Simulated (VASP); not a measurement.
# Ir (I4/mmm) in VASP: notebook, part 2 of 2

VASP 6.6.1. Earlier steps stand in the parts before.

### 4 Single point, LDA (13.84 Å³/atom)

This run uses another cell than the first one, of 13.84 Å³/atom.

INCAR

```
SYSTEM = Ir
ALGO = Normal ; EDIFF = 1E-6
ENCUT = 560 ; GGA = CA
GGA_COMPAT = .FALSE. ; ISIF = 2
ISMEAR = 0 ; LASPH = .TRUE.
LCHARG = .FALSE. ; LREAL = .FALSE.
LWAVE = .FALSE. ; NBANDS = 14
NELM = 120 ; PREC = Accurate
SIGMA = 0.15
```

KPOINTS

```
k-points
0
G
  22 22 22
  0 0 0
```

POSCAR

```
Ir
1.0
    0.0000000000      1.9550769059      1.8098146918
    1.9550769059      0.0000000000      1.8098146918
    1.9550769059      1.9550769059      0.0000000000
Ir
1
Direct
    0.0000000000      0.0000000000      0.0000000000
```

Potentials or basis: VASP PAW LDA potentials, release 64 (Ir_sv_GW).

On the command line:

```bash
$ cat potpaw_LDA.64/Ir_sv_GW/POTCAR > POTCAR
$ mpirun -np 1 vasp_std > vasp.out
```

OUTCAR:

```text
SYSTEM = Ir
   EDIFF = 1E-6
   ENCUT = 560
   GGA = CA
   ISIF = 2
   ISMEAR = 0
   LASPH = .TRUE.
   LREAL = .FALSE.
   NELM = 120
   PREC = Accurate

 ion  position               nearest neighbor table
   1  0.000  0.000  0.000-

  LATTYP: Found a body centered tetragonal cell.
 ALAT       =     2.7648962758
 C/A-ratio  =     1.3091374947

  Lattice vectors:

 A1 = (   0.0000000000,  -1.9550769059,  -1.8098146918)
 A2 = (   0.0000000000,   1.9550769059,  -1.8098146918)
 A3 = (   1.9550769059,   0.0000000000,   1.8098146918)

Analysis of symmetry for initial positions (statically):
=====================================================================
 Subroutine PRICEL returns:
 Original cell was already a primitive cell.

 Routine SETGRP: Setting up the symmetry group for a
 body centered tetragonal supercell.

 Subroutine GETGRP returns: Found 16 space group operations
 (whereof 16 operations were pure point group operations)
 out of a pool of 16 trial point group operations.

The static configuration has the point symmetry D_4h.

Analysis of symmetry for dynamics (positions and initial velocities):
=====================================================================
 Subroutine PRICEL returns:
 Original cell was already a primitive cell.

 Routine SETGRP: Setting up the symmetry group for a
 body centered tetragonal supercell.

 Subroutine GETGRP returns: Found 16 space group operations
 (whereof 16 operations were pure point group operations)
 out of a pool of 16 trial point group operations.

The dynamic configuration has the point symmetry D_4h.

 Subroutine INISYM returns: Found 16 space group operations
 (whereof 16 operations are pure point group operations),
 and found     1 'primitive' translations

----------------------------------------------------------------------------------------

                                     Primitive cell

  volume of cell :      13.8354

  direct lattice vectors                    reciprocal lattice vectors
     0.000000000  1.955076906  1.809814692    -0.255744415  0.255744415  0.276271379
     1.955076906  0.000000000  1.809814692     0.255744415 -0.255744415  0.276271379
     1.955076906  1.955076906  0.000000000     0.255744415  0.255744415 -0.276271379

  length of vectors
     2.664161205  2.664161205  2.764896276     0.455122276  0.455122276  0.455122276

  position of ions in fractional coordinates (direct lattice)
     0.000000000  0.000000000  0.000000000

  ion indices of the primitive-cell ions
   primitive index   ion index
                 1           1

----------------------------------------------------------------------------------------

 KPOINTS: k-points

Automatic generation of k-mesh.
 Grid dimensions read from file:
 generate k-points for:   22   22   22

 Generating k-lattice:

  Cartesian coordinates                     Fractional coordinates (reciprocal lattice)
    -0.011624746  0.011624746  0.012557790     0.045454545  0.000000000  0.000000000
     0.011624746 -0.011624746  0.012557790     0.000000000  0.045454545  0.000000000
     0.011624746  0.011624746 -0.012557790    -0.000000000 -0.000000000  0.045454545

  Length of vectors
     0.020687376  0.020687376  0.020687376

  Shift w.r.t. Gamma in fractional coordinates (k-lattice)
     0.000000000  0.000000000  0.000000000

 Subroutine IBZKPT returns following result:
 ===========================================

 Found    834 irreducible k-points:

 Following reciprocal coordinates:
            Coordinates               Weight
  0.000000  0.000000  0.000000      1.000000
  0.045455  0.000000  0.000000      8.000000
  0.090909  0.000000  0.000000      8.000000
  0.136364  0.000000  0.000000      8.000000
  0.181818  0.000000  0.000000      8.000000
  0.227273 -0.000000  0.000000      8.000000
[... 16 lines left out ...]
  0.500000  0.045455  0.000000      8.000000
 -0.454545  0.045455  0.000000      8.000000
 [... further k-points ...]
   k-points           NKPTS =    834   k-points in BZ     NKDIM =    834   number of bands    NBANDS=     14
   number of dos      NEDOS =    301   number of ions     NIONS =      1
   total plane-waves  NPLWV =  13824
   dimension x,y,z NGX =    24 NGY =   24 NGZ =   24
   dimension x,y,z NGXF=    48 NGYF=   48 NGZF=   48
   ions per type =               1
   NGX,Y,Z   is equivalent  to a cutoff of  14.98, 14.98, 14.43 a.u.
   NGXF,Y,Z  is equivalent  to a cutoff of  29.95, 29.95, 28.86 a.u.
 SYSTEM =  Ir
   PREC   = accura    normal or accurate (medium, high low for compatibility)
   ISTART =      0    job   : 0-new  1-cont  2-samecut
   ICHARG =      2    charge: 1-file 2-atom 10-const
   ISPIN  =      1    spin polarized calculation?
   LNONCOLLINEAR =      F non collinear calculations
   LSORBIT =      F    spin-orbit coupling
   LASPH  =      T    aspherical Exc in radial PAW
   ENCUT  =  560.0 eV  41.16 Ry    6.42 a.u.   5.14  5.14  5.33*2*pi/ulx,y,z
   NELM   =    120;   NELMIN=  2; NELMDL= -5     # of ELM steps
   EDIFF  = 0.1E-05   stopping-criterion for ELM
   LREAL  =      F    real-space projection
   EDIFFG = 0.1E-04   stopping-criterion for IOM
   NSW    =      0    number of steps for IOM
   IBRION =     -1    ionic relax: 0-MD 1-quasi-New 2-CG
   NFREE  =      0    steps in history (QN), initial steepest desc. (CG)
   ISIF   =      2    stress and relaxation
   ISYM   =      2    0-nonsym 1-usesym 2-fastsym
   POTIM  = 0.5000    time-step for ionic-motion
   TEBEG  =    0.0;   TEEND  =   0.0 temperature during run
   PSTRESS=    0.0 pullay stress
   NELECT =      17.0000    total number of electrons
   NUPDOWN=      -1.0000    fix difference up-down
   EMIN   =  10.00;   EMAX   =-10.00  energy-range for DOS
   EFERMI =   0.00;   METHOD = LEGACY
   ISMEAR =     0;   SIGMA  =   0.15  broadening in eV -4-tet -1-fermi 0-gaus
   EFERMI_NEDOS =   21; number of points for ismear=-14 and -15
   IALGO  =     38    algorithm
   IMIX   =      4    mixing-type and parameters
     AMIX     =   0.40;   BMIX     =  1.00
     AMIX_MAG =   1.60;   BMIX_MAG =  1.00
  volume/ion in A,a.u.               =      13.84        93.37
  Fermi-wavevector in a.u.,A,eV,Ry     =   1.753452  3.313544 41.832388  3.074594
  Thomas-Fermi vector in A             =   2.823585
   LORBIT       =      0    0 simple, 1 ext, 2 COOP (PROOUT), +10 PAW based schemes
   GGA     = CA    functional components
   LHFCALC =     F    Hartree Fock is set to
   AEXX    =    0.0000 exact exchange contribution
   IVDW    =     0    specifies the selected vdW correction
   LEPSILON=     F    determine dielectric tensor
   LRPA    =     F    only Hartree local field effects (RPA)
 non-spin polarized calculation
 Gauss-broadening in eV      SIGMA  =   0.15
  energy-cutoff  :      560.00
  volume of cell :       13.84
 maximum number of plane-waves:       435
 NGX is ok and might be reduce to    24
   NGX = 11   NGY = 11   NGZ = 11

 number of electron      17.0000000 magnetization

 Free energy of the ion-electron system (eV)
  ---------------------------------------------------
  ext. energy  EPLUGINS =         0.00000000
  ---------------------------------------------------
  free energy    TOTEN  =       -10.84242166 eV

  energy without entropy =      -10.83088407  energy(sigma->0) =      -10.83665286

 E-fermi :  13.0550     XC(G=0): -14.9256

 val. band max:       13.0541892314   @ k =   0.3636   0.0000   0.0000
 cond. band min:      13.0569389257   @ k =  -0.2273   0.0909   0.0000
 fundamental gap:      0.0027496943
 Fermi energy:        13.0549893432

 k-point     1 :       0.0000    0.0000    0.0000
  band No.  band energies     occupation
      1     -79.4970      2.00000
      2     -36.1591      2.00000
      3     -36.1591      2.00000
      4     -36.0917      2.00000
      5       1.7743      2.00000
      6       8.7775      2.00000
      7       8.7775      2.00000
      8       9.7543      2.00000
      9      11.1759      2.00000
     10      12.4705      2.00000
     11      26.7846      0.00000
     12      31.4485      0.00000
     13      31.4485      0.00000
     14      34.1166      0.00000
[... 375 lines left out ...]
 k-point    24 :      -0.4545    0.0455    0.0000
  band No.  band energies     occupation
      1     -79.4217      2.00000
      2     -36.9904      2.00000
      3     -36.3292      2.00000
      4     -36.2049      2.00000
      5       4.8490      2.00000
      6       8.5023      2.00000
      7       9.4484      2.00000
      8      11.8026      2.00000
      9      14.1857      0.00000
     10      14.1926      0.00000
     11      20.8933      0.00000
     12      26.5242      0.00000
     13      32.0333      0.00000
     14      32.9326      0.00000

 [... further k-points ...]

------------------------ aborting loop because EDIFF is reached ----------------------------------------

  FORCE on cell =-STRESS in cart. coord.  units (eV):
  Direction    XX          YY          ZZ          XY          YZ          ZX
  --------------------------------------------------------------------------------------
  -------------------------------------------------------------------------------------
  Total       -0.7234107     -0.7234107      1.7455629      0.0000000      0.0000000     -0.0000000
  in kB      -83.7729364    -83.7729364    202.1409470      0.0000000      0.0000000     -0.0000000
  external PRESSURE =      11.5316914 kB  Pullay stress =       0.0000000 kB

 VOLUME and BASIS-vectors are now :
 -----------------------------------------------------------------------------
  energy-cutoff  :      560.00
  volume of cell :       13.84
      direct lattice vectors                 reciprocal lattice vectors
     0.000000000  1.955076906  1.809814692    -0.255744415  0.255744415  0.276271379
     1.955076906  0.000000000  1.809814692     0.255744415 -0.255744415  0.276271379
     1.955076906  1.955076906  0.000000000     0.255744415  0.255744415 -0.276271379

 POSITION                                       TOTAL-FORCE (eV/Angst)
 -----------------------------------------------------------------------------------
      0.00000      0.00000      0.00000         0.000000      0.000000      0.000000
 -----------------------------------------------------------------------------------
    total drift:                                0.000000     -0.000000     -0.000000

  FREE ENERGIE OF THE ION-ELECTRON SYSTEM (eV)
  ---------------------------------------------------
  free  energy   TOTEN  =       -10.8424216575 eV

  energy  without entropy=      -10.8308840684  energy(sigma->0) =      -10.83665286
```

stdout:

```text
POSCAR found type information on POSCAR Ir
 POSCAR found :  1 types and       1 ions
 scaLAPACK will be used
 LDA part: xc-table for (Slater(with rela. corr.)+CA(PZ))
 , standard interpolation
 POSCAR, INCAR and KPOINTS ok, starting setup
 FFT: planning ... GRIDC
 FFT: planning ... GRID_SOFT
 FFT: planning ... GRID
 WAVECAR not read
 entering main loop
```

Wall time 77 s (1 thread of Intel Xeon Platinum 8488C (Sapphire Rapids), shared host); peak memory 0.3 GiB.

What came out:

```
Free energy            : -10.8424 eV
Pressure               : 1.2 GPa
Band gap on the k mesh : zero (an odd number of electrons rules out a gap without spin polarisation)
```

Levels at points of the mesh, in eV from the Fermi level:
| k point | band 6 | band 7 | band 8 | band 9 | band 10 | band 11 |
| --- | --- | --- | --- | --- | --- | --- |
| (0.00, 0.00, 0.00) | -4.28 | -4.28 | -3.30 | -1.88 | -0.58 | 13.73 |
| (0.50, 0.00, 0.00) | -4.64 | -3.50 | -0.69 | 0.66 | 1.31 | 7.62 |
| (0.50, 0.50, 0.00) | -7.63 | 0.94 | 1.63 | 1.63 | 2.94 | 10.74 |
| (0.50, 0.00, 0.50) | -7.47 | 0.90 | 1.06 | 1.25 | 2.00 | 10.23 |

Caveat: the stress differs along the axes, from -8 to 20 GPa; spin-orbit coupling is left out, which moves the levels of the heavy elements.

### 5 Single point, LDA (13.10 Å³/atom)

This run uses another cell than the first one, of 13.10 Å³/atom.

INCAR

```
PREC = Accurate
ENCUT = 560
EDIFF = 1E-6
ISMEAR = 0
SIGMA = 0.15
LREAL = F
LASPH = T
NELM = 120
ALGO = Normal
ISIF = 2
LWAVE = F
LCHARG = F
NBANDS = 14
GGA_COMPAT = F
```

KPOINTS

```
Automatic mesh
0
Gamma
  22 22 22
```

POSCAR

```
Ir
1.0
    0.0000000000      1.9697674167      1.6878936994
    1.9697674167      0.0000000000      1.6878936994
    1.9697674167      1.9697674167      0.0000000000
Ir
1
Direct
    0.0000000000      0.0000000000      0.0000000000
```

On the command line:

```bash
$ cat potpaw_LDA.64/Ir_sv_GW/POTCAR > POTCAR
$ mpirun -np 1 vasp_std > vasp.out
```

It took 81 s on 1 thread of Intel Xeon Platinum 8375C at 2.90GHz (Ice Lake), shared host; peak memory 0.28 GiB.

It converged, with:

```
Free energy            : -10.5808 eV
Pressure               : 30.5 GPa
Band gap on the k mesh : zero (an odd number of electrons rules out a gap without spin polarisation)
```

Stress tensor (GPa, compression positive):
```
11.92  0.00  0.00
 0.00 11.92  0.00
 0.00  0.00 67.72
```

Levels at points of the mesh, in eV from the Fermi level:
```tsv
k point	band 4	band 5	band 6	band 7	band 8	band 9	band 10	band 11	band 12	band 13
(0.00, 0.00, 0.00)	-49.12	-11.82	-4.74	-4.74	-2.79	-2.74	-0.21	13.93	17.66	17.66
(0.50, 0.00, 0.00)	-49.21	-8.84	-5.53	-3.01	-0.70	0.39	1.86	8.46	12.93	18.76
(0.50, 0.50, 0.00)	-49.83	-8.61	-8.33	1.14	1.85	1.85	4.38	10.15	10.15	14.71
(0.50, 0.00, 0.50)	-49.41	-8.77	-7.80	0.71	0.72	0.78	2.53	10.45	11.88	14.26
```

Caveat: the stress differs along the axes, from 12 to 68 GPa; spin-orbit coupling is left out, which moves the levels of the heavy elements.

### 6 Summary

```tsv
potentials or basis	cell	cutoff (eV)	gap on the mesh (eV)	pressure (GPa)
VASP PAW LDA potentials, release 64 (Ir)	a = 2.830, b = 2.830, c = 2.604 Å, angles 62.6, 62.6, 54.8°, 1 atom	520	none	-10.4
VASP PAW LDA potentials, release 64 (Ir_sv_GW)	a = 2.731, b = 2.731, c = 2.513 Å, angles 62.6, 62.6, 54.8°, 1 atom	560	none	32.7
VASP PAW LDA potentials, release 64 (Ir_sv_GW)	a = 2.664, b = 2.664, c = 2.765 Å, angles 58.7, 58.7, 62.5°, 1 atom	560	none	1.2
VASP PAW LDA potentials, release 64 (Ir_sv_GW)	a = 2.594, b = 2.594, c = 2.786 Å, angles 57.5, 57.5, 65.0°, 1 atom	560	none	30.5
```

Alike in all rows: task single point; level LDA; no spin polarisation; k mesh 22 × 22 × 22; smearing gaussian 0.15 eV.

Caveats: spin-orbit coupling is left out, which moves the levels of the heavy elements; the stress differs along the axes, from -43 to 6 GPa (at least some runs); the stress differs along the axes, from -14 to 56 GPa (at least some runs); the stress differs along the axes, from -8 to 20 GPa (at least some runs); the stress differs along the axes, from 12 to 68 GPa (at least some runs).

Total energies depend on the potentials used, so only differences within one code and one set of settings carry meaning.
